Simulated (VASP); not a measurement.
# CO2 (I-42d) in VASP: notebook, part 2 of 2

VASP 6.6.1. Earlier steps stand in the parts before.

## Step 3: Single point, LDA

This run uses another cell than the first one, of 8.31 Å³/atom, 1.029 times its volume.

The input, INCAR:

```
SYSTEM = CO2
ALGO = Normal
EDIFF = 1E-6
ENCUT = 520
ISIF = 2
ISMEAR = -1
LASPH = .TRUE.
LCHARG = .TRUE.
LELF = .TRUE.
LREAL = .FALSE.
LVHAR = .TRUE.
LWAVE = .FALSE.
NBANDS = 25
NELM = 60
PREC = Accurate
SIGMA = 0.05
```

The input, KPOINTS:

```
k-points
0
G
  7 7 7
  0 0 0
```

The input, POSCAR:

```
CO2
1.0
   -2.0134569700      2.0134569700      3.0731721843
    2.0134569700     -2.0134569700      3.0731721843
    2.0134569700      2.0134569700     -3.0731721843
C O
2 4
Direct
    0.7500000000      0.2500000000      0.5000000000
    0.0000000000      0.0000000000      0.0000000000
    0.7097980000      0.1250000000      0.0847980000
    0.0402020000      0.6250000000      0.9152020000
    0.3750000000      0.2902020000      0.4152020000
    0.8750000000      0.9597980000      0.5847980000
```

Potentials or basis: VASP PAW LDA potentials, release 64 (C, O).

Run with:

```
$ cat potpaw_LDA.64/C/POTCAR potpaw_LDA.64/O/POTCAR > POTCAR
$ mpirun -np 1 vasp_std > vasp.out
```

OUTCAR:

```text
SYSTEM = CO2
   EDIFF = 1E-6
   ENCUT = 520
   ISIF = 2
   ISMEAR = -1
   LASPH = .TRUE.
   LREAL = .FALSE.
   NELM = 60
   PREC = Accurate

 ion  position               nearest neighbor table
   1  0.750  0.250  0.500-   4 1.43   5 1.43   6 1.43   3 1.43
   2  0.000  0.000  0.000-   3 1.43   4 1.43   5 1.43   6 1.43
   3  0.710  0.125  0.085-   2 1.43   1 1.43
   4  0.040  0.625  0.915-   1 1.43   2 1.43
   5  0.375  0.290  0.415-   1 1.43   2 1.43
   6  0.875  0.960  0.585-   1 1.43   2 1.43

  LATTYP: Found a body centered tetragonal cell.
 ALAT       =     4.0269139400
 C/A-ratio  =     1.5263162958

  Lattice vectors:

 A1 = (  -2.0134569700,   2.0134569700,   3.0731721843)
 A2 = (   2.0134569700,  -2.0134569700,   3.0731721843)
 A3 = (   2.0134569700,   2.0134569700,  -3.0731721843)

Analysis of symmetry for initial positions (statically):
=====================================================================
 Subroutine PRICEL returns:
 Original cell was already a primitive cell.

 Routine SETGRP: Setting up the symmetry group for a
 body centered tetragonal supercell.

 Subroutine GETGRP returns: Found  8 space group operations
 (whereof  4 operations were pure point group operations)
 out of a pool of 16 trial point group operations.

The static configuration has the point symmetry S_4 .
 The point group associated with its full space group is D_2d.

Analysis of symmetry for dynamics (positions and initial velocities):
=====================================================================
 Subroutine PRICEL returns:
 Original cell was already a primitive cell.

 Routine SETGRP: Setting up the symmetry group for a
 body centered tetragonal supercell.

 Subroutine GETGRP returns: Found  8 space group operations
 (whereof  4 operations were pure point group operations)
 out of a pool of 16 trial point group operations.

The dynamic configuration has the point symmetry S_4 .
 The point group associated with its full space group is D_2d.

 Subroutine INISYM returns: Found  8 space group operations
 (whereof  4 operations are pure point group operations),
 and found     1 'primitive' translations

----------------------------------------------------------------------------------------

                                     Primitive cell

  volume of cell :      49.8347

  direct lattice vectors                    reciprocal lattice vectors
    -2.013456970  2.013456970  3.073172184     0.000000000  0.248329121  0.162698336
     2.013456970 -2.013456970  3.073172184     0.248329121  0.000000000  0.162698336
     2.013456970  2.013456970 -3.073172184     0.248329121  0.248329121  0.000000000

  length of vectors
     4.189559072  4.189559072  4.189559072     0.296880617  0.296880617  0.351190411

  position of ions in fractional coordinates (direct lattice)
     0.750000000  0.250000000  0.500000000
     0.000000000  0.000000000  0.000000000
     0.709798000  0.125000000  0.084798000
     0.040202000  0.625000000  0.915202000
     0.375000000  0.290202000  0.415202000
     0.875000000  0.959798000  0.584798000

  ion indices of the primitive-cell ions
   primitive index   ion index
                 1           1
                 2           2
                 3           3
                 4           4
[... 22 lines left out ...]
     0.000000000  0.000000000  0.000000000

 Subroutine IBZKPT returns following result:
 ===========================================

 Found     40 irreducible k-points:

 Following reciprocal coordinates:
            Coordinates               Weight
  0.000000  0.000000  0.000000      1.000000
  0.142857 -0.000000  0.000000      8.000000
  0.285714 -0.000000  0.000000      8.000000
  0.428571 -0.000000  0.000000      8.000000
  0.142857  0.142857  0.000000      8.000000
  0.285714  0.142857  0.000000     16.000000
[... 16 lines left out ...]
 -0.142857  0.285714  0.142857      8.000000
 -0.428571  0.428571  0.142857      8.000000
 [... further k-points ...]
   k-points           NKPTS =     40   k-points in BZ     NKDIM =     40   number of bands    NBANDS=     25
   number of dos      NEDOS =    301   number of ions     NIONS =      6
   total plane-waves  NPLWV =  32768
   dimension x,y,z NGX =    32 NGY =   32 NGZ =   32
   dimension x,y,z NGXF=    64 NGYF=   64 NGZF=   64
   ions per type =               2   4
   NGX,Y,Z   is equivalent  to a cutoff of  12.70, 12.70, 12.70 a.u.
   NGXF,Y,Z  is equivalent  to a cutoff of  25.40, 25.40, 25.40 a.u.
 SYSTEM =  CO2
   PREC   = accura    normal or accurate (medium, high low for compatibility)
   ISTART =      0    job   : 0-new  1-cont  2-samecut
   ICHARG =      2    charge: 1-file 2-atom 10-const
   ISPIN  =      1    spin polarized calculation?
   LNONCOLLINEAR =      F non collinear calculations
   LSORBIT =      F    spin-orbit coupling
   LASPH  =      T    aspherical Exc in radial PAW
   ENCUT  =  520.0 eV  38.22 Ry    6.18 a.u.   7.79  7.79  7.79*2*pi/ulx,y,z
   NELM   =     60;   NELMIN=  2; NELMDL= -5     # of ELM steps
   EDIFF  = 0.1E-05   stopping-criterion for ELM
   LREAL  =      F    real-space projection
   EDIFFG = 0.1E-04   stopping-criterion for IOM
   NSW    =      0    number of steps for IOM
   IBRION =     -1    ionic relax: 0-MD 1-quasi-New 2-CG
   NFREE  =      0    steps in history (QN), initial steepest desc. (CG)
   ISIF   =      2    stress and relaxation
   ISYM   =      2    0-nonsym 1-usesym 2-fastsym
   POTIM  = 0.5000    time-step for ionic-motion
   TEBEG  =    0.0;   TEEND  =   0.0 temperature during run
   PSTRESS=    0.0 pullay stress
   NELECT =      32.0000    total number of electrons
   NUPDOWN=      -1.0000    fix difference up-down
   EMIN   =  10.00;   EMAX   =-10.00  energy-range for DOS
   EFERMI =   0.00;   METHOD = LEGACY
   ISMEAR =    -1;   SIGMA  =   0.05  broadening in eV -4-tet -1-fermi 0-gaus
   EFERMI_NEDOS =   21; number of points for ismear=-14 and -15
   IALGO  =     38    algorithm
   IMIX   =      4    mixing-type and parameters
     AMIX     =   0.40;   BMIX     =  1.00
     AMIX_MAG =   1.60;   BMIX_MAG =  1.00
  volume/ion in A,a.u.               =       8.31        56.05
  Fermi-wavevector in a.u.,A,eV,Ry     =   1.412367  2.668987 27.140645  1.994781
  Thomas-Fermi vector in A             =   2.534123
   LORBIT       =      0    0 simple, 1 ext, 2 COOP (PROOUT), +10 PAW based schemes
   GGA     = CA    functional components
   LHFCALC =     F    Hartree Fock is set to
   AEXX    =    0.0000 exact exchange contribution
   IVDW    =     0    specifies the selected vdW correction
   LEPSILON=     F    determine dielectric tensor
   LRPA    =     F    only Hartree local field effects (RPA)
 non-spin polarized calculation
  energy-cutoff  :      520.00
  volume of cell :       49.83
 maximum number of plane-waves:      1372
   NGX = 15   NGY = 15   NGZ = 15

 number of electron      31.9999997 magnetization

 Free energy of the ion-electron system (eV)
  ---------------------------------------------------
  ext. energy  EPLUGINS =         0.00000000
  ---------------------------------------------------
  free energy    TOTEN  =       -48.70985729 eV

  energy without entropy =      -48.70985729  energy(sigma->0) =      -48.70985729

 E-fermi :   2.3882     XC(G=0): -11.3961

 val. band max:        1.3426056824   @ k =  -0.4286   0.4286   0.4286
 cond. band min:       8.4888857756   @ k =   0.0000   0.0000   0.0000
 fundamental gap:      7.1462800932
 Fermi energy:         2.3882046838

 k-point     1 :       0.0000    0.0000    0.0000
  band No.  band energies     occupation
      1     -21.7883      2.00000
      2     -16.9890      2.00000
      3     -16.9890      2.00000
      4     -16.4128      2.00000
      5     -12.7373      2.00000
      6      -7.8912      2.00000
[... 661 lines left out ...]
     24      15.0791      0.00000
     25      15.4241      0.00000

 [... further k-points ...]
[... 5 lines left out ...]
  --------------------------------------------------------------------------------------
  -------------------------------------------------------------------------------------
  Total       -7.5269284     -7.5269284     -7.5364690      0.0000000     -0.0000000      0.0000000
  in kB     -241.9896432   -241.9896432   -242.2963700      0.0000000     -0.0000000      0.0000000
  external PRESSURE =    -242.0918854 kB  Pullay stress =       0.0000000 kB

 VOLUME and BASIS-vectors are now :
 -----------------------------------------------------------------------------
  energy-cutoff  :      520.00
  volume of cell :       49.83
      direct lattice vectors                 reciprocal lattice vectors
    -2.013456970  2.013456970  3.073172184     0.000000000  0.248329121  0.162698336
     2.013456970 -2.013456970  3.073172184     0.248329121  0.000000000  0.162698336
     2.013456970  2.013456970 -3.073172184     0.248329121  0.248329121  0.000000000

 POSITION                                       TOTAL-FORCE (eV/Angst)
 -----------------------------------------------------------------------------------
      0.00000      2.01346      1.53659         0.000000     -0.000000     -0.000000
      0.00000      0.00000      0.00000         0.000000      0.000000      0.000000
     -1.00673      1.34820      2.30488         0.000000      1.140078     -0.000000
      3.02019      0.66525     -0.76829         0.000000     -1.140078      0.000000
      0.66525      1.00673      0.76829        -1.140078      0.000000      0.000000
      1.34820      1.00673      3.84147         1.140078     -0.000000     -0.000000
 -----------------------------------------------------------------------------------
    total drift:                                0.000003      0.000003      0.000004

  FREE ENERGIE OF THE ION-ELECTRON SYSTEM (eV)
  ---------------------------------------------------
  free  energy   TOTEN  =       -48.7098572946 eV

  energy  without entropy=      -48.7098572945  energy(sigma->0) =      -48.70985729
```

OSZICAR:

```text
N       E                     dE             d eps       ncg     rms          rms(c)
DAV:   1     0.146237650917E+03    0.14624E+03   -0.18286E+04  2000   0.126E+03
DAV:   2    -0.437687340887E+02   -0.19001E+03   -0.18290E+03  2586   0.290E+02
DAV:   3    -0.517453714290E+02   -0.79766E+01   -0.79244E+01  2637   0.574E+01
DAV:   4    -0.518160939096E+02   -0.70722E-01   -0.70652E-01  2423   0.619E+00
DAV:   5    -0.518168236694E+02   -0.72976E-03   -0.72947E-03  2607   0.607E-01    0.125E+01
DAV:   6    -0.488461807057E+02    0.29706E+01   -0.60595E+00  2506   0.202E+01    0.500E+00
DAV:   7    -0.487677018582E+02    0.78479E-01   -0.67854E-01  2547   0.570E+00    0.280E+00
DAV:   8    -0.487142402982E+02    0.53462E-01   -0.87484E-02  2494   0.261E+00    0.524E-01
DAV:   9    -0.487101078909E+02    0.41324E-02   -0.17495E-02  2577   0.109E+00    0.191E-01
DAV:  10    -0.487099153852E+02    0.19251E-03   -0.21582E-03  2628   0.343E-01    0.705E-02
DAV:  11    -0.487098575118E+02    0.57873E-04   -0.19651E-04  2429   0.107E-01    0.213E-02
DAV:  12    -0.487098573660E+02    0.14576E-06   -0.18479E-05  2548   0.298E-02    0.476E-03
DAV:  13    -0.487098572946E+02    0.71369E-07   -0.16913E-06  1633   0.968E-03
   1 F= -.48709857E+02 E0= -.48709857E+02  d E =-.839968E-10
```

Run time: 76 s. Hardware: 1 thread of AMD EPYC 7R13, shared host; peak memory 0.14 GiB.

Results:

* Free energy: -48.7099 eV
* Pressure: -24.2 GPa
* Largest force: 1.140 eV/Å
* Band gap on the k mesh: 7.15 eV, indirect (least direct gap 7.51 eV)

Forces on the atoms (eV/Å):
```
C    0.000  0.000  0.000
C    0.000  0.000  0.000
O    0.000  1.140  0.000
O    0.000 -1.140  0.000
O   -1.140  0.000  0.000
O    1.140  0.000  0.000
```

Levels at points of the mesh, in eV from the valence-band top:
| k point | band 14 | band 15 | band 16 | band 17 | band 18 | band 19 |
| --- | --- | --- | --- | --- | --- | --- |
| (0.00, 0.00, 0.00) | -0.86 | -0.86 | -0.48 | 7.15 | 8.05 | 8.45 |

Caveat: forces of over 1 eV/Å act on the atoms, so gaps and moduli don't describe the material at rest. As with any semilocal functional, this LDA gap is likely too small.
